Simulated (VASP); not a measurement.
# LiC2O2 (C2/m) in VASP: single point with LDA

Aim: the single point of LiC2O2 with LDA.

All numbers are computed with VASP 6.6.1; they aren't measurements. Logs are shortened: lines on timing, memory, paths and dates and some standing lists are left out, and cuts for length are marked.

## (1) The cell of the first run

The structure is monoclinic, space group C2/m (No. 12). The conventional cell has a = 7.248 Å, b = 9.662 Å, c = 3.380 Å, α = 90.00°, β = 102.00°, γ = 90.00°. Li (site symmetry 2) has 4 O at 1.98 to 2.02 Å within 2.6 Å. Within 1.7 Å of C (site symmetry 2) lie 1 O at 1.27 Å and 2 C at 1.47 Å. Within 1.7 Å of C (site symmetry m) lie 1 O at 1.26 Å and 2 C at 1.47 Å. O (site symmetry m) has 1 C at 1.26 Å within 1.7 Å. Within 1.7 Å of O (site symmetry 2) lie 1 C at 1.27 Å.

## (2) Single point, LDA

INCAR reads:

```
SYSTEM = LiC2O2
PREC = Accurate
ENCUT = 520
EDIFF = 1E-6
ISMEAR = 0
SIGMA = 0.1
LREAL = .False.
LASPH = .True.
NELM = 60
ALGO = Normal
ISIF = 2
LWAVE = .False.
LCHARG = .False.
GGA = CA
NBANDS = 34
```

KPOINTS reads:

```
Automatic mesh
0
Gamma
  4 4 7
  0 0 0
```

POSCAR reads:

```
LiC2O2
1.0
    3.6242340000     -4.8308530000      0.0000000000
    3.6242340000      4.8308530000      0.0000000000
   -0.7030580000      0.0000000000      3.3065220000
Li C O
2 4 4
Direct
    0.6472830000      0.3527170000      0.0000000000
    0.3527170000      0.6472830000      0.0000000000
    0.8921760000      0.1078240000      0.5000000000
    0.8612520000      0.8612520000      0.3352140000
    0.1078240000      0.8921760000      0.5000000000
    0.1387480000      0.1387480000      0.6647860000
    0.3065280000      0.3065280000      0.8626500000
    0.2389390000      0.7610610000      0.5000000000
    0.7610610000      0.2389390000      0.5000000000
    0.6934720000      0.6934720000      0.1373500000
```

Potentials or basis: VASP PAW LDA potentials, release 64 (Li_sv, C, O).

Run with:

```console
$ cat potpaw_LDA.64/Li_sv/POTCAR potpaw_LDA.64/C/POTCAR potpaw_LDA.64/O/POTCAR > POTCAR
$ mpirun -np 1 vasp_std > vasp.out
```

OUTCAR:

```text
SYSTEM = LiC2O2
   PREC = Accurate
   ENCUT = 520
   EDIFF = 1E-6
   ISMEAR = 0
   LREAL = .False.
   LASPH = .True.
   NELM = 60
   ISIF = 2
   GGA = CA

 ion  position               nearest neighbor table
   1  0.647  0.353  0.000-   7 1.98  10 1.98   9 2.02   9 2.02
   2  0.353  0.647  0.000-   7 1.98  10 1.98   8 2.02   8 2.02
   3  0.892  0.108  0.500-   9 1.27   6 1.47   4 1.47
   4  0.861  0.861  0.335-  10 1.26   5 1.47   3 1.47
   5  0.108  0.892  0.500-   8 1.27   6 1.47   4 1.47
   6  0.139  0.139  0.665-   7 1.26   5 1.47   3 1.47
   7  0.307  0.307  0.863-   6 1.26   2 1.98   1 1.98
   8  0.239  0.761  0.500-   5 1.27   2 2.02   2 2.02
   9  0.761  0.239  0.500-   3 1.27   1 2.02   1 2.02
  10  0.693  0.693  0.137-   4 1.26   2 1.98   1 1.98

  LATTYP: Found a base centered monoclinic cell.
 ALAT       =     7.2484680000
 B/A-ratio  =     1.3329307655
 C/A-ratio  =     0.4663662096
 COS(beta)  =    -0.2079782177

  Lattice vectors:

 A1 = (   3.6242340000,  -4.8308530000,   0.0000000000)
 A2 = (   3.6242340000,   4.8308530000,   0.0000000000)
 A3 = (  -0.7030580000,   0.0000000000,   3.3065220000)

Analysis of symmetry for initial positions (statically):
=====================================================================
 Subroutine PRICEL returns:
 Original cell was already a primitive cell.

 Routine SETGRP: Setting up the symmetry group for a
 base centered monoclinic supercell.

 Subroutine GETGRP returns: Found  4 space group operations
 (whereof  4 operations were pure point group operations)
 out of a pool of  4 trial point group operations.

The static configuration has the point symmetry C_2h.

Analysis of symmetry for dynamics (positions and initial velocities):
=====================================================================
 Subroutine PRICEL returns:
 Original cell was already a primitive cell.

 Routine SETGRP: Setting up the symmetry group for a
 base centered monoclinic supercell.

 Subroutine GETGRP returns: Found  4 space group operations
 (whereof  4 operations were pure point group operations)
 out of a pool of  4 trial point group operations.

The dynamic configuration has the point symmetry C_2h.

 Subroutine INISYM returns: Found  4 space group operations
 (whereof  4 operations are pure point group operations),
 and found     1 'primitive' translations

[... 114 lines left out ...]
   IBRION =     -1    ionic relax: 0-MD 1-quasi-New 2-CG
   NFREE  =      0    steps in history (QN), initial steepest desc. (CG)
   ISIF   =      2    stress and relaxation
   ISYM   =      2    0-nonsym 1-usesym 2-fastsym
   POTIM  = 0.5000    time-step for ionic-motion
   TEBEG  =    0.0;   TEEND  =   0.0 temperature during run
   PSTRESS=    0.0 pullay stress
   NELECT =      46.0000    total number of electrons
   NUPDOWN=      -1.0000    fix difference up-down
   EMIN   =  10.00;   EMAX   =-10.00  energy-range for DOS
   EFERMI =   0.00;   METHOD = LEGACY
   ISMEAR =     0;   SIGMA  =   0.10  broadening in eV -4-tet -1-fermi 0-gaus
   EFERMI_NEDOS =   21; number of points for ismear=-14 and -15
   IALGO  =     38    algorithm
   IMIX   =      4    mixing-type and parameters
     AMIX     =   0.40;   BMIX     =  1.00
     AMIX_MAG =   1.60;   BMIX_MAG =  1.00
  volume/ion in A,a.u.               =      11.58        78.13
  Fermi-wavevector in a.u.,A,eV,Ry     =   1.203502  2.274290 19.706923  1.448418
  Thomas-Fermi vector in A             =   2.339254
   LORBIT       =      0    0 simple, 1 ext, 2 COOP (PROOUT), +10 PAW based schemes
   GGA     = CA    functional components
   LHFCALC =     F    Hartree Fock is set to
   AEXX    =    0.0000 exact exchange contribution
   IVDW    =     0    specifies the selected vdW correction
   LEPSILON=     F    determine dielectric tensor
   LRPA    =     F    only Hartree local field effects (RPA)
 non-spin polarized calculation
 Gauss-broadening in eV      SIGMA  =   0.10
  energy-cutoff  :      520.00
  volume of cell :      115.78
 maximum number of plane-waves:      3131
 NGX is ok and might be reduce to    48
   NGX = 23   NGY = 23   NGZ = 13

 number of electron      46.0000001 magnetization

 Free energy of the ion-electron system (eV)
  ---------------------------------------------------
  ext. energy  EPLUGINS =         0.00000000
  ---------------------------------------------------
  free energy    TOTEN  =       -77.81302665 eV

  energy without entropy =      -77.81302665  energy(sigma->0) =      -77.81302665

 E-fermi :   1.2894     XC(G=0):  -9.1444

 val. band max:        0.8251999480   @ k =   0.5000   0.5000   0.0000
 cond. band min:       2.9932608362   @ k =   0.5000   0.5000   0.4286
 fundamental gap:      2.1680608882
 Fermi energy:         1.2894246973

 k-point     1 :       0.0000    0.0000    0.0000
  band No.  band energies     occupation
      1     -42.2067      2.00000
      2     -42.1958      2.00000
      3     -20.6026      2.00000
      4     -19.9703      2.00000
      5     -19.9340      2.00000
      6     -19.6317      2.00000
[... 877 lines left out ...]
     33      11.1666      0.00000
     34      11.2624      0.00000

 [... further k-points ...]
[... 5 lines left out ...]
  --------------------------------------------------------------------------------------
  -------------------------------------------------------------------------------------
  Total       -3.9781301     -5.2289130     -3.3392798      0.0000000      0.0000000     -1.0542364
  in kB      -55.0488308    -72.3569972    -46.2085059      0.0000000      0.0000000    -14.5883818
  external PRESSURE =     -57.8714447 kB  Pullay stress =       0.0000000 kB

 VOLUME and BASIS-vectors are now :
 -----------------------------------------------------------------------------
  energy-cutoff  :      520.00
  volume of cell :      115.78
      direct lattice vectors                 reciprocal lattice vectors
     3.624234000 -4.830853000  0.000000000     0.137960187 -0.103501390  0.029334150
     3.624234000  4.830853000  0.000000000     0.137960187  0.103501390  0.029334150
    -0.703058000  0.000000000  3.306522000     0.000000000  0.000000000  0.302432586

 POSITION                                       TOTAL-FORCE (eV/Angst)
 -----------------------------------------------------------------------------------
      3.62423     -1.42301      0.00000         0.000000      0.096582      0.000000
      3.62423      1.42301      0.00000        -0.000000     -0.096582      0.000000
      3.27271     -3.78909      1.65326         0.000000      0.171476     -0.000000
      6.00708      0.00000      1.10839        -0.198872      0.000000     -0.130398
      3.27271      3.78909      1.65326        -0.000000     -0.171476      0.000000
      0.53833      0.00000      2.19813         0.198872      0.000000      0.130398
      1.61537      0.00000      2.85237        -0.285913      0.000000     -0.233291
      3.27271      2.52229      1.65326        -0.000000      0.494575      0.000000
      3.27271     -2.52229      1.65326         0.000000     -0.494575      0.000000
      4.93004      0.00000      0.45415         0.285913      0.000000      0.233291
 -----------------------------------------------------------------------------------
    total drift:                               -0.000000     -0.000000      0.000000

  FREE ENERGIE OF THE ION-ELECTRON SYSTEM (eV)
  ---------------------------------------------------
  free  energy   TOTEN  =       -77.8130266527 eV

  energy  without entropy=      -77.8130266527  energy(sigma->0) =      -77.81302665
```

OSZICAR:

```text
N       E                     dE             d eps       ncg     rms          rms(c)
DAV:   1     0.289056191028E+03    0.28906E+03   -0.23037E+04  2516   0.133E+03
DAV:   2    -0.553028699883E+02   -0.34436E+03   -0.32650E+03  3174   0.322E+02
DAV:   3    -0.822845199478E+02   -0.26982E+02   -0.26786E+02  3760   0.858E+01
DAV:   4    -0.839183247635E+02   -0.16338E+01   -0.16274E+01  4192   0.166E+01
DAV:   5    -0.840074324199E+02   -0.89108E-01   -0.89100E-01  3552   0.278E+00    0.155E+01
DAV:   6    -0.785614380138E+02    0.54460E+01   -0.17821E+01  3028   0.246E+01    0.711E+00
DAV:   7    -0.780218562488E+02    0.53958E+00   -0.17033E+00  3310   0.783E+00    0.387E+00
DAV:   8    -0.778250523942E+02    0.19680E+00   -0.90836E-01  3248   0.451E+00    0.106E+00
DAV:   9    -0.778137098981E+02    0.11342E-01   -0.95486E-02  3642   0.189E+00    0.542E-01
DAV:  10    -0.778128006580E+02    0.90924E-03   -0.12163E-02  3240   0.652E-01    0.988E-02
DAV:  11    -0.778129646356E+02   -0.16398E-03   -0.84731E-04  3848   0.139E-01    0.439E-02
DAV:  12    -0.778130225189E+02   -0.57883E-04   -0.10567E-04  3712   0.540E-02    0.132E-02
DAV:  13    -0.778130266021E+02   -0.40832E-05   -0.15318E-05  3696   0.198E-02    0.684E-03
DAV:  14    -0.778130266527E+02   -0.50673E-07   -0.23052E-06  2688   0.827E-03
   1 F= -.77813027E+02 E0= -.77813027E+02  d E =-.220737E-12
```

Wall time 71 s (1 thread of Intel Xeon 6975P-C (Granite Rapids), shared host); peak memory 0.26 GiB.

What came out:

```yaml
Free_energy: -77.8130 eV
Largest_force: 0.495 eV/Å
Band_gap_on_the_k_mesh: 2.17 eV (least direct gap 2.48 eV)
```

Forces on the atoms (eV/Å):
```
Li   0.000  0.097  0.000
Li   0.000 -0.097  0.000
C    0.000  0.171  0.000
C   -0.199  0.000 -0.130
C    0.000 -0.171  0.000
C    0.199  0.000  0.130
O   -0.286  0.000 -0.233
O    0.000  0.495  0.000
O    0.000 -0.495  0.000
O    0.286  0.000  0.233
```

Caveat: the cutoff is under 1.25 times the usual one of these potentials, so pressure, stress and relaxed cells hold a basis-set (Pulay) error.
